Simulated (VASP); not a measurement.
# Pb (Cmce) in VASP: notebook

The runs below take Pb through single point, with PBE.

All numbers are computed with VASP 6.6.1; they aren't measurements. Logs are shortened: lines on timing, memory, paths and dates and some standing lists are left out, and cuts for length are marked.

### Step 1. The cell of the first run

The typed cell holds 4 atoms: a = 6.208 Å, b = 6.208 Å, c = 5.151 Å, α = 90.00°, β = 90.00°, γ = 134.98°.

### Step 2. Single point, PBE

File INCAR:

```
SYSTEM = Pb
ALGO = Normal
EDIFF = 1E-7
ENCUT = 520
GGA = PE
ISIF = 2
ISMEAR = 0
LASPH = .TRUE.
LCHARG = .FALSE.
LREAL = .FALSE.
LWAVE = .FALSE.
NBANDS = 36
NELM = 100
PREC = Accurate
SIGMA = 0.1
```

File KPOINTS:

```
k-points
0
G
  10 10 8
  0 0 0
```

File POSCAR:

```
Pb
1.0
    2.3766015305     -5.7348146410      0.0000000000
    2.3766015305      5.7348146410      0.0000000000
    0.0000000000      0.0000000000      5.1505040686
Pb
4
Direct
    0.1466827393      0.8533172607     -0.0001366126
    0.6466827393      0.3533172607      0.5001366126
    0.8533172607      0.1466827393      1.0001366126
    0.3533172607      0.6466827393      0.4998633874
```

Potentials or basis: VASP PAW PBE potentials, release 64 (Pb_d).

Run with:

```
$ cat potpaw_PBE.64/Pb_d/POTCAR > POTCAR
$ mpirun -np 1 vasp_std > vasp.out
```

OUTCAR:

```text
SYSTEM = Pb
   EDIFF = 1E-7
   ENCUT = 520
   GGA = PE
   ISIF = 2
   ISMEAR = 0
   LASPH = .TRUE.
   LREAL = .FALSE.
   NELM = 100
   PREC = Accurate

 ion  position               nearest neighbor table
   1  0.147  0.853  1.000-   3 3.36   3 3.36   3 3.36   4 3.50   4 3.50   2 3.50   2 3.50   2 3.51
                             2 3.51
   2  0.647  0.353  0.500-   4 3.36   4 3.36   4 3.36   3 3.50   3 3.50   1 3.50   1 3.50   1 3.51
                             1 3.51
   3  0.853  0.147  0.000-   1 3.36   1 3.36   1 3.36   2 3.50   2 3.50   4 3.50   4 3.50   4 3.51
                             4 3.51
   4  0.353  0.647  0.500-   2 3.36   2 3.36   2 3.36   1 3.50   1 3.50   3 3.50   3 3.50   3 3.51
                             3 3.51

  LATTYP: Found a base centered orthorhombic cell.
 ALAT       =     4.7532030610
 B/A-ratio  =     2.4130316199
 C/A-ratio  =     1.0835859530

  Lattice vectors:

 A1 = (   2.3766015305,  -5.7348146410,   0.0000000000)
 A2 = (   2.3766015305,   5.7348146410,   0.0000000000)
 A3 = (   0.0000000000,   0.0000000000,   5.1505040686)

Analysis of symmetry for initial positions (statically):
=====================================================================
 Subroutine PRICEL returns:
 Original cell was already a primitive cell.

 Routine SETGRP: Setting up the symmetry group for a
 base centered orthorhombic supercell.

 Subroutine GETGRP returns: Found  8 space group operations
 (whereof  4 operations were pure point group operations)
 out of a pool of  8 trial point group operations.

The static configuration has the point symmetry C_2h.
 The point group associated with its full space group is D_2h.

Analysis of symmetry for dynamics (positions and initial velocities):
=====================================================================
 Subroutine PRICEL returns:
 Original cell was already a primitive cell.

 Routine SETGRP: Setting up the symmetry group for a
 base centered orthorhombic supercell.

 Subroutine GETGRP returns: Found  8 space group operations
 (whereof  4 operations were pure point group operations)
 out of a pool of  8 trial point group operations.

The dynamic configuration has the point symmetry C_2h.
 The point group associated with its full space group is D_2h.

 Subroutine INISYM returns: Found  8 space group operations
 (whereof  4 operations are pure point group operations),
 and found     1 'primitive' translations

----------------------------------------------------------------------------------------

[... 93 lines left out ...]
   LASPH  =      T    aspherical Exc in radial PAW
   ENCUT  =  520.0 eV  38.22 Ry    6.18 a.u.  11.54 11.54  9.58*2*pi/ulx,y,z
   NELM   =    100;   NELMIN=  2; NELMDL= -5     # of ELM steps
   EDIFF  = 0.1E-06   stopping-criterion for ELM
   LREAL  =      F    real-space projection
   EDIFFG = 0.1E-05   stopping-criterion for IOM
   NSW    =      0    number of steps for IOM
   IBRION =     -1    ionic relax: 0-MD 1-quasi-New 2-CG
   NFREE  =      0    steps in history (QN), initial steepest desc. (CG)
   ISIF   =      2    stress and relaxation
   ISYM   =      2    0-nonsym 1-usesym 2-fastsym
   POTIM  = 0.5000    time-step for ionic-motion
   TEBEG  =    0.0;   TEEND  =   0.0 temperature during run
   PSTRESS=    0.0 pullay stress
   NELECT =      56.0000    total number of electrons
   NUPDOWN=      -1.0000    fix difference up-down
   EMIN   =  10.00;   EMAX   =-10.00  energy-range for DOS
   EFERMI =   0.00;   METHOD = LEGACY
   ISMEAR =     0;   SIGMA  =   0.10  broadening in eV -4-tet -1-fermi 0-gaus
   EFERMI_NEDOS =   21; number of points for ismear=-14 and -15
   IALGO  =     38    algorithm
   IMIX   =      4    mixing-type and parameters
     AMIX     =   0.40;   BMIX     =  1.00
     AMIX_MAG =   1.60;   BMIX_MAG =  1.00
  volume/ion in A,a.u.               =      35.10       236.86
  Fermi-wavevector in a.u.,A,eV,Ry     =   1.205089  2.277287 19.758908  1.452239
  Thomas-Fermi vector in A             =   2.340795
   LORBIT       =      0    0 simple, 1 ext, 2 COOP (PROOUT), +10 PAW based schemes
   GGA     = PE    functional components
   LHFCALC =     F    Hartree Fock is set to
   AEXX    =    0.0000 exact exchange contribution
   IVDW    =     0    specifies the selected vdW correction
   LEPSILON=     F    determine dielectric tensor
   LRPA    =     F    only Hartree local field effects (RPA)
 non-spin polarized calculation
 Gauss-broadening in eV      SIGMA  =   0.10
  energy-cutoff  :      520.00
  volume of cell :      140.40
 maximum number of plane-waves:      3808
 NGX is ok and might be reduce to    48
   NGX = 23   NGY = 23   NGZ = 19

 number of electron      56.0000003 magnetization

 Free energy of the ion-electron system (eV)
  ---------------------------------------------------
  ext. energy  EPLUGINS =         0.00000000
  ---------------------------------------------------
  free energy    TOTEN  =       -13.85411340 eV

  energy without entropy =      -13.84389860  energy(sigma->0) =      -13.84900600

 E-fermi :   5.8149     XC(G=0):  -9.3848

 val. band max:        5.8115327040   @ k =   0.5000   0.1000   0.0000
 cond. band min:       5.8210995085   @ k =   0.0000   0.0000   0.1250
 fundamental gap:      0.0095668045
 Fermi energy:         5.8148602035

 k-point     1 :       0.0000    0.0000    0.0000
  band No.  band energies     occupation
      1     -11.4362      2.00000
      2     -11.4001      2.00000
      3     -11.3570      2.00000
      4     -11.3528      2.00000
      5     -11.3402      2.00000
      6     -11.3133      2.00000
[... 925 lines left out ...]
     35      10.3336      0.00000
     36      10.6840      0.00000

 [... further k-points ...]
[... 5 lines left out ...]
  --------------------------------------------------------------------------------------
  -------------------------------------------------------------------------------------
  Total       -0.0615773     -0.0585408     -0.0550303      0.0000000      0.0000000      0.0000000
  in kB       -0.7027090     -0.6680574     -0.6279956      0.0000000      0.0000000      0.0000000
  external PRESSURE =      -0.6662540 kB  Pullay stress =       0.0000000 kB

 VOLUME and BASIS-vectors are now :
 -----------------------------------------------------------------------------
  energy-cutoff  :      520.00
  volume of cell :      140.40
      direct lattice vectors                 reciprocal lattice vectors
     2.376601530 -5.734814641  0.000000000     0.210384448 -0.087186776  0.000000000
     2.376601530  5.734814641  0.000000000     0.210384448  0.087186776  0.000000000
     0.000000000  0.000000000  5.150504069     0.000000000  0.000000000  0.194155754

 POSITION                                       TOTAL-FORCE (eV/Angst)
 -----------------------------------------------------------------------------------
      2.37660      4.05242      5.14980         0.000000      0.000149      0.000833
      2.37660     -1.68240      2.57596         0.000000      0.000149     -0.000833
      2.37660     -4.05242      0.00070         0.000000     -0.000149     -0.000833
      2.37660      1.68240      2.57455         0.000000     -0.000149      0.000833
 -----------------------------------------------------------------------------------
    total drift:                               -0.000000     -0.000000      0.000000

  FREE ENERGIE OF THE ION-ELECTRON SYSTEM (eV)
  ---------------------------------------------------
  free  energy   TOTEN  =       -13.8541134003 eV

  energy  without entropy=      -13.8438986047  energy(sigma->0) =      -13.84900600
```

stdout:

```text
POSCAR found type information on POSCAR Pb
 POSCAR found :  1 types and       4 ions
 scaLAPACK will be used
 LDA part: xc-table for (Slater+PW92), standard interpolation
 POSCAR, INCAR and KPOINTS ok, starting setup
 FFT: planning ... GRIDC
 FFT: planning ... GRID_SOFT
 FFT: planning ... GRID
 WAVECAR not read
 entering main loop
```

It took 4.3 min on 1 thread of Intel Xeon 6975P-C (Granite Rapids), shared host; peak memory 0.66 GiB.

Results:

```
Free energy            : -13.8541 eV
Pressure               : -0.1 GPa
Band gap on the k mesh : zero (band 28 reaches 6.68 eV, above the bottom of band 29 at 5.31 eV)
```

Levels at points of the mesh, in eV from the Fermi level:
```csv
k point,band 24,band 25,band 26,band 27,band 28,band 29,band 30,band 31,band 32,band 33
"(0.00, 0.00, 0.00)",-5.92,-3.32,-3.01,-1.72,0.11,0.16,0.80,2.95,3.07,3.50
"(0.50, 0.00, 0.00)",-7.45,-1.47,-1.47,-0.74,-0.74,-0.36,-0.36,2.07,2.07,2.08
"(0.50, 0.50, 0.00)",-6.56,-2.41,-2.32,-0.60,0.53,0.79,1.38,1.53,2.44,2.87
"(0.00, 0.00, 0.50)",-6.76,-2.04,-2.04,0.00,0.00,0.36,0.36,1.00,1.00,1.83
"(0.50, 0.00, 0.50)",-7.96,-3.00,-3.00,-2.86,-2.86,1.48,1.48,2.98,2.98,5.03
"(0.50, 0.50, 0.50)",-8.14,-0.82,-0.82,-0.60,-0.60,1.29,1.29,2.93,2.93,3.07
```

Caveat: spin-orbit coupling is left out, which moves the levels of the heavy elements.

### Step 3. Single point, PBE

File INCAR:

```
SYSTEM = Pb
  PREC = Accurate
  ENCUT = 520
  EDIFF = 1E-6
  ISMEAR = 0
  SIGMA = 0.1
  LREAL = .False.
  LASPH = .True.
  NELM = 100
  ALGO = Normal
  ISIF = 2
  LWAVE = .False.
  LCHARG = .False.
  GGA = PE
  NBANDS = 36
```

File KPOINTS:

```
regular mesh
0
Gamma
  10 10 8
  0 0 0
```

POSCAR is that of step 2.

Potentials or basis: VASP PAW PBE potentials, release 64 (Pb_d).

Run with:

```
$ cat potpaw_PBE.64/Pb_d/POTCAR > POTCAR
$ mpirun -np 1 vasp_std > vasp.out
```

OUTCAR:

```text
SYSTEM = Pb
   PREC = Accurate
   ENCUT = 520
   EDIFF = 1E-6
   ISMEAR = 0
   LREAL = .False.
   LASPH = .True.
   NELM = 100
   ISIF = 2
   GGA = PE

 ion  position               nearest neighbor table
   1  0.147  0.853  1.000-   3 3.36   3 3.36   3 3.36   4 3.50   4 3.50   2 3.50   2 3.50   2 3.51
                             2 3.51
   2  0.647  0.353  0.500-   4 3.36   4 3.36   4 3.36   3 3.50   3 3.50   1 3.50   1 3.50   1 3.51
                             1 3.51
   3  0.853  0.147  0.000-   1 3.36   1 3.36   1 3.36   2 3.50   2 3.50   4 3.50   4 3.50   4 3.51
                             4 3.51
   4  0.353  0.647  0.500-   2 3.36   2 3.36   2 3.36   1 3.50   1 3.50   3 3.50   3 3.50   3 3.51
                             3 3.51

  LATTYP: Found a base centered orthorhombic cell.
 ALAT       =     4.7532030610
 B/A-ratio  =     2.4130316199
 C/A-ratio  =     1.0835859530

  Lattice vectors:

 A1 = (   2.3766015305,  -5.7348146410,   0.0000000000)
 A2 = (   2.3766015305,   5.7348146410,   0.0000000000)
 A3 = (   0.0000000000,   0.0000000000,   5.1505040686)

Analysis of symmetry for initial positions (statically):
=====================================================================
 Subroutine PRICEL returns:
 Original cell was already a primitive cell.

 Routine SETGRP: Setting up the symmetry group for a
 base centered orthorhombic supercell.

 Subroutine GETGRP returns: Found  8 space group operations
 (whereof  4 operations were pure point group operations)
 out of a pool of  8 trial point group operations.

The static configuration has the point symmetry C_2h.
 The point group associated with its full space group is D_2h.

Analysis of symmetry for dynamics (positions and initial velocities):
=====================================================================
 Subroutine PRICEL returns:
 Original cell was already a primitive cell.

 Routine SETGRP: Setting up the symmetry group for a
 base centered orthorhombic supercell.

 Subroutine GETGRP returns: Found  8 space group operations
[... 124 lines left out ...]
   EFERMI_NEDOS =   21; number of points for ismear=-14 and -15
   IALGO  =     38    algorithm
   IMIX   =      4    mixing-type and parameters
     AMIX     =   0.40;   BMIX     =  1.00
     AMIX_MAG =   1.60;   BMIX_MAG =  1.00
  volume/ion in A,a.u.               =      35.10       236.86
  Fermi-wavevector in a.u.,A,eV,Ry     =   1.205089  2.277287 19.758908  1.452239
  Thomas-Fermi vector in A             =   2.340795
   LORBIT       =      0    0 simple, 1 ext, 2 COOP (PROOUT), +10 PAW based schemes
   GGA     = PE    functional components
   LHFCALC =     F    Hartree Fock is set to
   AEXX    =    0.0000 exact exchange contribution
   IVDW    =     0    specifies the selected vdW correction
   LEPSILON=     F    determine dielectric tensor
   LRPA    =     F    only Hartree local field effects (RPA)
 non-spin polarized calculation
 Gauss-broadening in eV      SIGMA  =   0.10
  energy-cutoff  :      520.00
  volume of cell :      140.40
 maximum number of plane-waves:      3808
 NGX is ok and might be reduce to    48
   NGX = 23   NGY = 23   NGZ = 19

 number of electron      56.0000003 magnetization

 Free energy of the ion-electron system (eV)
  ---------------------------------------------------
  ext. energy  EPLUGINS =         0.00000000
  ---------------------------------------------------
  free energy    TOTEN  =       -13.85411341 eV

  energy without entropy =      -13.84389870  energy(sigma->0) =      -13.84900606

 E-fermi :   5.8148     XC(G=0):  -9.3849

 val. band max:        5.8114916774   @ k =   0.5000   0.1000   0.0000
 cond. band min:       5.8210081659   @ k =   0.0000   0.0000   0.1250
 fundamental gap:      0.0095164885
 Fermi energy:         5.8147882316

 k-point     1 :       0.0000    0.0000    0.0000
  band No.  band energies     occupation
      1     -11.4364      2.00000
      2     -11.4003      2.00000
      3     -11.3573      2.00000
      4     -11.3530      2.00000
      5     -11.3404      2.00000
      6     -11.3135      2.00000
[... 925 lines left out ...]
     35      10.3336      0.00000
     36      10.6838      0.00000

 [... further k-points ...]
[... 5 lines left out ...]
  --------------------------------------------------------------------------------------
  -------------------------------------------------------------------------------------
  Total       -0.0512548     -0.0530780     -0.0434407      0.0000000      0.0000000      0.0000000
  in kB       -0.5849104     -0.6057170     -0.4957379      0.0000000      0.0000000      0.0000000
  external PRESSURE =      -0.5621218 kB  Pullay stress =       0.0000000 kB

 VOLUME and BASIS-vectors are now :
 -----------------------------------------------------------------------------
  energy-cutoff  :      520.00
  volume of cell :      140.40
      direct lattice vectors                 reciprocal lattice vectors
     2.376601530 -5.734814641  0.000000000     0.210384448 -0.087186776  0.000000000
     2.376601530  5.734814641  0.000000000     0.210384448  0.087186776  0.000000000
     0.000000000  0.000000000  5.150504069     0.000000000  0.000000000  0.194155754

 POSITION                                       TOTAL-FORCE (eV/Angst)
 -----------------------------------------------------------------------------------
      2.37660      4.05242      5.14980         0.000000     -0.000264      0.000832
      2.37660     -1.68240      2.57596         0.000000     -0.000264     -0.000832
      2.37660     -4.05242      0.00070         0.000000      0.000264     -0.000832
      2.37660      1.68240      2.57455         0.000000      0.000264      0.000832
 -----------------------------------------------------------------------------------
    total drift:                               -0.000000     -0.000000      0.000000

  FREE ENERGIE OF THE ION-ELECTRON SYSTEM (eV)
  ---------------------------------------------------
  free  energy   TOTEN  =       -13.8541134081 eV

  energy  without entropy=      -13.8438987028  energy(sigma->0) =      -13.84900606
```

OSZICAR:

```text
N       E                     dE             d eps       ncg     rms          rms(c)
DAV:   1     0.676662376225E+03    0.67666E+03   -0.27381E+04 11160   0.182E+03
DAV:   2     0.512336100133E+02   -0.62543E+03   -0.61533E+03 11164   0.487E+02
DAV:   3    -0.111128001489E+02   -0.62346E+02   -0.61514E+02 13444   0.196E+02
DAV:   4    -0.137938188849E+02   -0.26810E+01   -0.26751E+01 13032   0.469E+01
DAV:   5    -0.139047839782E+02   -0.11097E+00   -0.11096E+00 13976   0.843E+00    0.110E+00
DAV:   6    -0.138640531848E+02    0.40731E-01   -0.93921E-02 15436   0.249E+00    0.615E-01
DAV:   7    -0.138538130685E+02    0.10240E-01   -0.53283E-02 12296   0.211E+00    0.210E-01
DAV:   8    -0.138542020623E+02   -0.38899E-03   -0.81006E-03 13152   0.905E-01    0.478E-02
DAV:   9    -0.138541102349E+02    0.91827E-04   -0.95984E-04 14044   0.289E-01    0.219E-02
DAV:  10    -0.138541133673E+02   -0.31324E-05   -0.10365E-04 15732   0.569E-02    0.819E-03
DAV:  11    -0.138541138902E+02   -0.52297E-06   -0.17700E-05 13016   0.395E-02    0.258E-03
DAV:  12    -0.138541134081E+02    0.48215E-06   -0.15045E-06  8204   0.125E-02
   1 F= -.13854113E+02 E0= -.13849006E+02  d E =-.102147E-01
```

Wall time 11 min (1 thread of Intel Xeon Platinum 8259CL at 2.50GHz (Skylake/Cascade Lake), shared host); peak memory 0.67 GiB.

What came out:

```yaml
Free_energy: -13.8541 eV
Pressure: -0.1 GPa
Band_gap_on_the_k_mesh: zero (band 28 reaches 6.68 eV, above the bottom of band 29 at 5.31 eV)
```

Levels at points of the mesh, in eV from the Fermi level:
| k point | band 24 | band 25 | band 26 | band 27 | band 28 | band 29 | band 30 | band 31 | band 32 | band 33 |
| --- | --- | --- | --- | --- | --- | --- | --- | --- | --- | --- |
| (0.00, 0.00, 0.00) | -5.92 | -3.32 | -3.01 | -1.72 | 0.11 | 0.16 | 0.80 | 2.95 | 3.07 | 3.50 |
| (0.50, 0.00, 0.00) | -7.45 | -1.47 | -1.47 | -0.74 | -0.74 | -0.36 | -0.36 | 2.07 | 2.07 | 2.08 |
| (0.50, 0.50, 0.00) | -6.56 | -2.41 | -2.32 | -0.60 | 0.53 | 0.79 | 1.38 | 1.53 | 2.44 | 2.87 |
| (0.00, 0.00, 0.50) | -6.76 | -2.04 | -2.04 | 0.00 | 0.00 | 0.36 | 0.36 | 1.00 | 1.00 | 1.83 |
| (0.50, 0.00, 0.50) | -7.96 | -3.00 | -3.00 | -2.86 | -2.86 | 1.48 | 1.48 | 2.98 | 2.98 | 5.03 |
| (0.50, 0.50, 0.50) | -8.14 | -0.82 | -0.82 | -0.60 | -0.60 | 1.29 | 1.29 | 2.93 | 2.93 | 3.07 |

Caveat: spin-orbit coupling is left out, which moves the levels of the heavy elements.
